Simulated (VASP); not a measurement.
HgTe: relaxation of the atoms with r2SCAN

The system is HgTe.

```
CELL_PARAMETERS angstrom
0.00000 3.00614 3.00614
3.00614 0.00000 3.00614
3.00614 3.00614 0.00000
ATOMIC_POSITIONS crystal
Hg 0.00000 0.00000 0.00000
Te 0.50000 0.50000 0.50000
```

```json
{"Program": "VASP 6.6.1", "Task": "relaxation of the atoms", "Functional": "r2SCAN", "Potentials or basis": "VASP PAW PBE potentials, release 64 (Hg, Te)", "Cutoff": "520 eV", "k mesh": "10 × 10 × 10", "Occupations": "fermi-dirac, width 0.1 eV", "Spin": "no spin polarisation", "Dipole correction": "no", "Further INCAR settings": "ALGO = Normal; EDIFF = 1e-06; IBRION = 2; EDIFFG = -0.01; NSW = 50"}
```

The pressure after relaxing is 2.5 GPa and the band gap on the k mesh is zero (bands 9 and 10 overlap by 2.85 eV).

Final structure:
```
CELL_PARAMETERS angstrom
0.00000 3.00614 3.00614
3.00614 0.00000 3.00614
3.00614 3.00614 0.00000
ATOMIC_POSITIONS crystal
Hg 0.00000 0.00000 0.00000
Te 0.50000 0.50000 0.50000
```

Levels at points of the mesh, in eV from the Fermi level:
```
           k point  band 6  band 7  band 8  band 9  band 10  band 11  band 12  band 13
(0.00, 0.00, 0.00)   -7.09   -0.84   -0.84   -0.84    -0.42     8.12     8.12     8.12
(0.50, 0.00, 0.00)   -6.90   -5.89    0.31    0.31     3.03     4.21     4.22     4.22
(0.50, 0.50, 0.00)   -6.08   -4.68   -2.74   -2.54    -2.54     5.15    10.05    10.05
```

Run time: 82 s on 1 thread of Intel(R) Xeon(R) Platinum 8259CL CPU @ 2.50GHz (Skylake/Cascade Lake), with other jobs on the host, peak memory 0.2 GiB.

Caveat: the relaxation stopped at its first step, so nothing moved; the PAW data sets were made with another functional, which shifts forces and pressure a little; spin-orbit coupling is left out, which moves the levels of the heavy elements.
